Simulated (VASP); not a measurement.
# Zn15Se16 (a cell with a defect) in VASP: notebook

Zn15Se16 (a cell with a defect) is run at these levels: PBEsol; tasks: single point.

Program: VASP 6.6.1. These are calculated values, not measurements. Logs are shortened: lines on timing, memory, paths and dates and some standing lists are left out, and cuts for length are marked.

### Step 1. The cell of the first run

The cell holds a defect, 31 atoms: a = 9.757 Å, b = 9.757 Å, c = 9.757 Å, α = 109.47°, β = 109.47°, γ = 109.47°.

### Step 2. Single point, PBEsol, collinear spin (atoms taken out, then relaxed in part)

File INCAR:

```
SYSTEM = Zn15Se16
  ALGO = Normal
  EDIFF = 1E-6
  ENCUT = 520
  GGA = PS
  ISIF = 2
  ISMEAR = 0
  ISPIN = 2
  LASPH = .TRUE.
  LCHARG = .FALSE.
  LORBIT = 11
  LREAL = Auto
  LUSENCCL = .FALSE.
  LWAVE = .FALSE.
  MAGMOM = 0 0 0 0 0 0 0 0 0 0 0 0 0 0 0 0.5 0 0.5 0.5 0 0 0 0 0 0 0 0.5 0 0 0 0
  NBANDS = 163
  NELM = 150
  PREC = Accurate
  SIGMA = 0.01
```

File KPOINTS:

```
Automatic mesh
0
Gamma
  2 2 2
  0.5 0.5 0.5
```

File POSCAR:

```
Zn15Se16
1.0
   -5.6332473651     -5.6332473651      5.6332473651
    5.6332473651     -5.6332473651     -5.6332473651
    5.6332473651      5.6332473651      5.6332473651
Zn Se
15 16
Direct
    0.0063233040      0.5000963750      0.4996530934
    0.4997501788      0.2555599322      0.2491815986
    0.2499428533      0.2559528194      0.4986496138
    0.0005758272      0.2497980287      0.7554410587
    0.7500118078      0.4996734763      0.7492914533
    0.4996694114      0.4993059974      0.0051792429
    1.0058374716      0.7495484616      0.2498616003
    0.7498221181     -0.0003361377      0.2492159834
    0.4941619407     -0.0062574137      0.4938992609
    0.2500743260     -0.0002286435      0.7495055699
    0.0003785094      0.0056628004     -0.0003801317
    0.7567189142      0.2505701361      0.0002399108
    0.7431792543      0.7437550595      0.4933895948
    0.4937522347      0.7436908286      0.7432388992
    0.2500538164      0.7489706119      0.0054670357
    0.2499499434      0.7392025223      0.2499420409
   -0.0011326618      0.7487921436      0.4986441512
    0.4886538748      0.4993650039      0.2489677524
    0.2499542097      0.5000957601      0.4881343566
    0.0010289606      0.4995499607      0.7497394503
    0.7495563969      0.7504436618      0.7491937136
    0.4989740798      0.7484100482     -0.0013972643
    0.0008807584     -0.0000978631      0.2493070907
    0.7505204671      0.2510245489      0.2497487780
    0.4989603088      0.2489617253      0.4982216809
    0.2500769207      0.2506381643      0.7490761749
    0.0110851239      0.2602635474      0.0099492462
    0.7503687297      0.4999289216      0.0004499796
    0.7496988165     -0.0003907086      0.5001383243
    0.5011962855     -0.0001586018      0.7496320372
    0.2500094508     -0.0005298288      0.0004984426
```

Potentials or basis: VASP PAW PBE potentials, release 64 (Zn, Se).

Run with:

```sh
cat potpaw_PBE.64/Zn/POTCAR potpaw_PBE.64/Se/POTCAR > POTCAR
mpirun -np 1 vasp_std > vasp.out
```

OUTCAR:

```text
SYSTEM = Zn15Se16
   EDIFF = 1E-6
   ENCUT = 520
   GGA = PS
   ISIF = 2
   ISMEAR = 0
   ISPIN = 2
   LASPH = .TRUE.
   LORBIT = 11
   LREAL = Auto
   NELM = 150
   PREC = Accurate

 ion  position               nearest neighbor table
   1  0.006  0.500  0.500-  19 2.42  17 2.45  24 2.46  20 2.46
   2  0.500  0.256  0.249-  18 2.42  25 2.45  31 2.45  24 2.46
   3  0.250  0.256  0.499-  19 2.42  23 2.45  25 2.45  26 2.46
   4  0.001  0.250  0.755-  27 2.42  26 2.45  20 2.45  29 2.46
   5  0.750  0.500  0.749-  20 2.45  25 2.45  28 2.45  21 2.45
   6  0.500  0.499  0.005-  18 2.42  26 2.45  22 2.45  28 2.46
   7  0.006  0.750  0.250-  16 2.42  17 2.45  28 2.45  23 2.46
   8  0.750  1.000  0.249-  22 2.45  23 2.45  24 2.45  29 2.45
   9  0.494  0.994  0.494-  16 2.42  30 2.45  29 2.45  25 2.46
  10  0.250  1.000  0.750-  26 2.45  17 2.45  30 2.45  31 2.45
  11  0.000  0.006  1.000-  27 2.42  31 2.45  23 2.45  21 2.46
  12  0.757  0.251  0.000-  27 2.42  28 2.45  24 2.45  30 2.46
  13  0.743  0.744  0.493-  18 2.42  29 2.45  21 2.45  17 2.46
  14  0.494  0.744  0.743-  19 2.42  30 2.46  21 2.46  22 2.46
  15  0.250  0.749  0.005-  16 2.42  20 2.45  22 2.45  31 2.46
  16  0.250  0.739  0.250-   7 2.42   9 2.42  15 2.42
  17  0.999  0.749  0.499-  10 2.45   7 2.45   1 2.45  13 2.46
  18  0.489  0.499  0.249-   6 2.42   2 2.42  13 2.42
  19  0.250  0.500  0.488-   1 2.42  14 2.42   3 2.42
  20  0.001  0.500  0.750-   5 2.45  15 2.45   4 2.45   1 2.46
  21  0.750  0.750  0.749-   5 2.45  13 2.45  14 2.46  11 2.46
  22  0.499  0.748  0.999-   8 2.45  15 2.45   6 2.45  14 2.46
  23  0.001  1.000  0.249-   8 2.45  11 2.45   3 2.45   7 2.46
  24  0.751  0.251  0.250-   8 2.45  12 2.45   1 2.46   2 2.46
  25  0.499  0.249  0.498-   5 2.45   2 2.45   3 2.45   9 2.46
  26  0.250  0.251  0.749-  10 2.45   4 2.45   6 2.45   3 2.46
  27  0.011  0.260  0.010-   4 2.42  11 2.42  12 2.42
  28  0.750  0.500  0.000-   5 2.45  12 2.45   7 2.45   6 2.46
  29  0.750  1.000  0.500-   8 2.45  13 2.45   9 2.45   4 2.46
  30  0.501  1.000  0.750-  10 2.45   9 2.45  14 2.46  12 2.46
  31  0.250  0.999  0.000-  10 2.45  11 2.45   2 2.45  15 2.46

  LATTYP: Found a body centered cubic cell.
 ALAT       =    11.2664947302

  Lattice vectors:

 A1 = (  -5.6332473651,  -5.6332473651,   5.6332473651)
 A2 = (   5.6332473651,  -5.6332473651,  -5.6332473651)
 A3 = (   5.6332473651,   5.6332473651,   5.6332473651)

Analysis of symmetry for initial positions (statically):
=====================================================================
 Subroutine PRICEL returns:
 Original cell was already a primitive cell.

 Routine SETGRP: Setting up the symmetry group for a
 body centered cubic supercell.

 Subroutine GETGRP returns: Found  1 space group operations
 (whereof  1 operations were pure point group operations)
 out of a pool of 48 trial point group operations.

The static configuration has the point symmetry C_1 .

Analysis of symmetry for dynamics (positions and initial velocities):
=====================================================================
 Subroutine PRICEL returns:
 Original cell was already a primitive cell.

 Routine SETGRP: Setting up the symmetry group for a
 body centered cubic supercell.

 Subroutine GETGRP returns: Found  1 space group operations
 (whereof  1 operations were pure point group operations)
 out of a pool of 48 trial point group operations.

The dynamic configuration has the point symmetry C_1 .

Analysis of structural, dynamic, and magnetic symmetry:
=====================================================================
 Subroutine PRICEL returns:
 Original cell was already a primitive cell.

 Routine SETGRP: Setting up the symmetry group for a
 body centered cubic supercell.

 Subroutine GETGRP returns: Found  1 space group operations
 (whereof  1 operations were pure point group operations)
 out of a pool of 48 trial point group operations.

The overall configuration has the point symmetry C_1 .

 Subroutine INISYM returns: Found  1 space group operations
 (whereof  1 operations are pure point group operations),
 and found     1 'primitive' translations

----------------------------------------------------------------------------------------

                                     Primitive cell

  volume of cell :     715.0501

[... 113 lines left out ...]
   NGX,Y,Z   is equivalent  to a cutoff of  13.63, 13.63, 13.63 a.u.
   NGXF,Y,Z  is equivalent  to a cutoff of  27.26, 27.26, 27.26 a.u.
 SYSTEM =  Zn15Se16
   PREC   = accura    normal or accurate (medium, high low for compatibility)
   ISTART =      0    job   : 0-new  1-cont  2-samecut
   ICHARG =      2    charge: 1-file 2-atom 10-const
   ISPIN  =      2    spin polarized calculation?
   LNONCOLLINEAR =      F non collinear calculations
   LSORBIT =      F    spin-orbit coupling
   LASPH  =      T    aspherical Exc in radial PAW
   ENCUT  =  520.0 eV  38.22 Ry    6.18 a.u.  18.14 18.14 18.14*2*pi/ulx,y,z
   NELM   =    150;   NELMIN=  2; NELMDL= -5     # of ELM steps
   EDIFF  = 0.1E-05   stopping-criterion for ELM
   LREAL  =      T    real-space projection
   EDIFFG = 0.1E-04   stopping-criterion for IOM
   NSW    =      0    number of steps for IOM
   IBRION =     -1    ionic relax: 0-MD 1-quasi-New 2-CG
   NFREE  =      0    steps in history (QN), initial steepest desc. (CG)
   ISIF   =      2    stress and relaxation
   ISYM   =      2    0-nonsym 1-usesym 2-fastsym
   POTIM  = 0.5000    time-step for ionic-motion
   TEBEG  =    0.0;   TEEND  =   0.0 temperature during run
   PSTRESS=    0.0 pullay stress
   NELECT =     276.0000    total number of electrons
   NUPDOWN=      -1.0000    fix difference up-down
   EMIN   =  10.00;   EMAX   =-10.00  energy-range for DOS
   EFERMI =   0.00;   METHOD = LEGACY
   ISMEAR =     0;   SIGMA  =   0.01  broadening in eV -4-tet -1-fermi 0-gaus
   EFERMI_NEDOS =   21; number of points for ismear=-14 and -15
   IALGO  =     38    algorithm
   IMIX   =      4    mixing-type and parameters
     AMIX     =   0.40;   BMIX     =  1.00
     AMIX_MAG =   1.60;   BMIX_MAG =  1.00
  volume/ion in A,a.u.               =      23.07       155.66
  Fermi-wavevector in a.u.,A,eV,Ry     =   1.191971  2.252499 19.331089  1.420795
  Thomas-Fermi vector in A             =   2.328020
   LORBIT       =     11    0 simple, 1 ext, 2 COOP (PROOUT), +10 PAW based schemes
   GGA     = PS    functional components
   LHFCALC =     F    Hartree Fock is set to
   AEXX    =    0.0000 exact exchange contribution
   IVDW    =     0    specifies the selected vdW correction
   LEPSILON=     F    determine dielectric tensor
   LRPA    =     F    only Hartree local field effects (RPA)
 spin polarized calculation
 Gauss-broadening in eV      SIGMA  =   0.01
  energy-cutoff  :      520.00
  volume of cell :      715.05
 maximum number of plane-waves:     19368
 NGX is ok and might be reduce to    80
   NGX = 37   NGY = 37   NGZ = 37

 number of electron     276.0000166 magnetization       2.0000000

 Free energy of the ion-electron system (eV)
  ---------------------------------------------------
  ext. energy  EPLUGINS =         0.00000000
  ---------------------------------------------------
  free energy    TOTEN  =      -103.39445357 eV

  energy without entropy =     -103.39193681  energy(sigma->0) =     -103.39319519

 E-fermi :   1.2409     XC(G=0):  -9.4840

 val. band max:        1.1126661067   @ k =   0.2500   0.2500   0.2500
 cond. band min:       1.2449415596   @ k =   0.2500  -0.2500   0.2500
 fundamental gap:      0.1322754530
 Fermi energy:         1.2409237103

 spin component 1

 k-point     1 :       0.2500    0.2500    0.2500
  band No.  band energies     occupation
      1     -11.5672      1.00000
      2     -11.5668      1.00000
      3     -11.5663      1.00000
      4     -11.4498      1.00000
      5     -11.0183      1.00000
      6     -11.0180      1.00000
[... 601 lines left out ...]
    149       5.5463      0.00000
    150       5.6314      0.00000
 Fermi energy:         1.2409237103

 spin component 2

 k-point     1 :       0.2500    0.2500    0.2500
  band No.  band energies     occupation
      1     -11.5140      1.00000
      2     -11.5135      1.00000
      3     -11.5130      1.00000
      4     -11.3590      1.00000
      5     -10.9707      1.00000
      6     -10.9703      1.00000
[... 601 lines left out ...]
    149       5.5768      0.00000
    150       5.6819      0.00000
 [bands above 150 left out]

------------------------ aborting loop because EDIFF is reached ----------------------------------------

  FORCE on cell =-STRESS in cart. coord.  units (eV):
  Direction    XX          YY          ZZ          XY          YZ          ZX
  --------------------------------------------------------------------------------------
  -------------------------------------------------------------------------------------
  Total       -3.5127005     -3.7493801     -3.7619348      0.0592738      0.0165528      0.0239025
  in kB       -7.8707343     -8.4010505     -8.4291811      0.1328119      0.0370891      0.0535572
  external PRESSURE =      -8.2336553 kB  Pullay stress =       0.0000000 kB

 VOLUME and BASIS-vectors are now :
 -----------------------------------------------------------------------------
  energy-cutoff  :      520.00
  volume of cell :      715.05
      direct lattice vectors                 reciprocal lattice vectors
    -5.633247365 -5.633247365  5.633247365     0.000000000 -0.088758751  0.088758751
     5.633247365 -5.633247365 -5.633247365     0.088758751 -0.088758751  0.000000000
     5.633247365  5.633247365  5.633247365     0.088758751  0.000000000  0.088758751

 POSITION                                       TOTAL-FORCE (eV/Angst)
 -----------------------------------------------------------------------------------
      5.59622     -0.03812      0.03312         0.000664      0.001505     -0.003630
      0.02812     -2.85115      2.77929        -0.002371     -0.000356      0.000141
      2.84287     -0.04082      2.77516        -0.003622      0.002130      0.002620
      5.65952      2.84517      2.85166        -0.002195      0.001978     -0.006627
      2.81073     -2.81884      5.63116         0.000236     -0.000277     -0.001522
      0.02713     -5.59830      0.03122        -0.004213     -0.005457     -0.002128
[... 23 lines left out ...]
      7.03185     -4.23285      1.41387         0.010487      0.001690      0.004913
      4.22471     -7.03582     -4.21909        -0.005277     -0.005751      0.000794
 -----------------------------------------------------------------------------------
    total drift:                                0.029536      0.027008      0.028813

  FREE ENERGIE OF THE ION-ELECTRON SYSTEM (eV)
  ---------------------------------------------------
  free  energy   TOTEN  =      -103.3944535654 eV

  energy  without entropy=     -103.3919368097  energy(sigma->0) =     -103.39319519

 total charge

# of ion       s       p       d       tot
------------------------------------------
    1        0.545   0.458   9.779  10.782
    2        0.545   0.458   9.779  10.782
    3        0.545   0.457   9.779  10.781
    4        0.545   0.458   9.779  10.782
    5        0.543   0.456   9.781  10.781
    6        0.545   0.458   9.779  10.782
[... 23 lines left out ...]
   30        1.442   2.400   0.031   3.873
   31        1.442   2.400   0.031   3.873
--------------------------------------------------
tot         31.300  45.008 147.177 223.486

 magnetization (x)

# of ion       s       p       d       tot
------------------------------------------
    1       -0.002   0.004   0.010   0.012
    2       -0.002   0.004   0.010   0.012
    3       -0.002   0.004   0.010   0.012
    4       -0.002   0.004   0.010   0.012
    5       -0.001   0.003   0.006   0.008
    6       -0.002   0.004   0.010   0.012
[... 23 lines left out ...]
   30        0.001   0.041   0.000   0.042
   31        0.001   0.041   0.000   0.042
--------------------------------------------------
tot          0.006   1.232   0.144   1.382
```

It took 3.5 min on 1 × NVIDIA H100 80GB with 1 thread of AMD EPYC 7R13 (Zen 3), shared host; peak memory 2.2 GiB.

Results:

* Free energy: -103.3945 eV
* Pressure: -0.8 GPa
* Largest force: 0.034 eV/Å
* Band gap on the k mesh: zero (filled and empty bands overlap)
* Net moment: 2.00 μB per cell
* Site moments: Zn +0.01; Se +0.18, +0.04 (each value once) μB
* Valence electrons inside the program's atomic spheres: Zn 10.78; Se 3.82, 3.87 (each value once)

Forces on the atoms (eV/Å):
```
Zn   0.001  0.002 -0.004
Zn  -0.002  0.000  0.000
Zn  -0.004  0.002  0.003
Zn  -0.002  0.002 -0.007
Zn   0.000  0.000 -0.002
Zn  -0.004 -0.005 -0.002
Zn   0.003 -0.004 -0.007
Zn   0.001 -0.001  0.000
Zn   0.001 -0.006 -0.005
Zn   0.000  0.001  0.001
Zn  -0.003  0.002 -0.005
Zn  -0.007  0.000  0.000
Zn  -0.004 -0.003  0.002
Zn   0.001 -0.004  0.001
Zn   0.001 -0.002 -0.002
Se  -0.023  0.015  0.020
Se   0.001  0.005 -0.003
Se   0.016  0.017 -0.012
Se  -0.007 -0.014 -0.013
Se   0.001 -0.005 -0.006
Se  -0.001 -0.004  0.001
Se   0.006 -0.007 -0.005
Se   0.001  0.003  0.005
Se  -0.003  0.003 -0.005
Se   0.003  0.003  0.008
Se  -0.001  0.001  0.003
Se   0.019 -0.010  0.013
Se   0.000  0.007  0.008
Se   0.001  0.008  0.004
Se   0.010  0.002  0.005
Se  -0.005 -0.006  0.001
```

Levels at points of the mesh, in eV from the Fermi level:
Spin up:
| k point | band 137 | band 138 | band 139 | band 140 | band 141 | band 142 |
| --- | --- | --- | --- | --- | --- | --- |
| (0.25, 0.25, 0.25) | -0.13 | -0.13 | -0.13 | 2.95 | 2.96 | 2.96 |
Spin down:
```tsv
k point	band 133	band 134	band 135	band 136	band 137	band 138	band 139	band 140	band 141	band 142
(0.25, 0.25, 0.25)	-0.25	-0.25	-0.25	-0.25	0.06	0.07	0.07	2.99	2.99	2.99
```

Caveat: the k points lie up to 0.39 Å⁻¹ apart; the cell differs from its parent crystal (atoms taken out, then relaxed in part); the PAW data sets were made with another functional, which shifts forces and pressure a little.

(Continued in part 2 of 2.)

The gap in the log of VASP goes by the Fermi energy; the results here count the filled bands.